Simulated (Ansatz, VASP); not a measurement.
## TaN in VASP and in Ansatz

INCAR

```
  ALGO = Normal
  EDIFF = 1E-6
  ENCUT = 520
  GGA = PS
  ISIF = 2
  ISMEAR = 0
  LASPH = T
  LCHARG = T
  LELF = T
  LREAL = F
  LVHAR = T
  LWAVE = F
  NBANDS = 24
  NELM = 80
  PREC = Accurate
  SIGMA = 0.15
```

KPOINTS

```
k-points
0
Gamma
  18 18 10
```

File POSCAR:

```
TaN
1.0
    3.0500010905      0.0000000000      0.0000000000
   -1.5250005453      2.6413784260      0.0000000000
    0.0000000000      0.0000000000      4.8659000000
Ta N
2 2
Direct
    0.3333333333      0.6666666667      0.0000000000
    0.6666666667      0.3333333333      0.5000000000
    0.3333333333      0.6666666667      0.3850000000
    0.6666666667      0.3333333333      0.8850000000
```

Input for Ansatz:

```yaml
crystal:
  lattice:
    - [3.0500010905, 0.0, 0.0]
    - [-1.5250005453, 2.641378426, 0.0]
    - [0.0, 0.0, 4.8659]
  atoms:
    - { symbol: Ta, position: [0.3333333333, 0.6666666667, 0.0] }
    - { symbol: Ta, position: [0.6666666667, 0.3333333333, 0.5] }
    - { symbol: "N", position: [0.3333333333, 0.6666666667, 0.385] }
    - { symbol: "N", position: [0.6666666667, 0.3333333333, 0.885] }
basis:
  ecutwfc: 420
kpoints:
  mp_grid: { grid: [18, 18, 10] }
hamiltonian:
  xc: pbesol
scf:
  occupations: { method: gaussian, width: 0.15 }
output:
  forces: true
  stress: true
  eigenvalues: true
```

Change from the starting cell: strain +0.000 along x and y, -0.015 along z, atoms carried along.

Alike in both runs: task single point; functional PBEsol; k mesh 18 × 18 × 10; occupations gaussian, width 0.15 eV; no spin polarisation.

```csv
,VASP,Ansatz
version,VASP 6.6.1,Ansatz 0.2.0
potentials or method,"VASP PAW PBE potentials, release 64 (Ta_pv, N), cutoff 520 eV","scalar-relativistic, plane waves, PAW"
valence electrons in the cell,32,36
```

Ansatz gave:

| Property | Result |
| --- | --- |
| gap on the k mesh at the Fermi level (eV) | none |
| pressure (GPa) | 136.1 |
| traceless stress, the component that is largest in VASP (GPa) | -12.47 |
| rms of the force components (eV/Å) | 0.894 |

**Question.** Which values does VASP return?

**Answer.** gap on the k mesh at the Fermi level (eV): none; pressure (GPa): 139.7; traceless stress, the component that is largest in VASP (GPa): -12.65; rms of the force components (eV/Å): 0.906.

VASP's potentials were made for PBE, not for PBEsol. Atom by atom the forces differ by 0.012 eV/Å (rms over components). A gap of «none» marks a metal or a gap that the smearing closes. Both programs put the cell under a high pressure, so it lies far from rest at this level. With one functional, cell and mesh, what is left measures potentials, basis and numerics. VASP's potentials hold 32 valence electrons a cell and Ansatz's 36, so a difference there can come from the potentials and not from the codes.

Neither program's run includes spin-orbit coupling. Noted on VASP's run: the cell as given lies far from equilibrium.
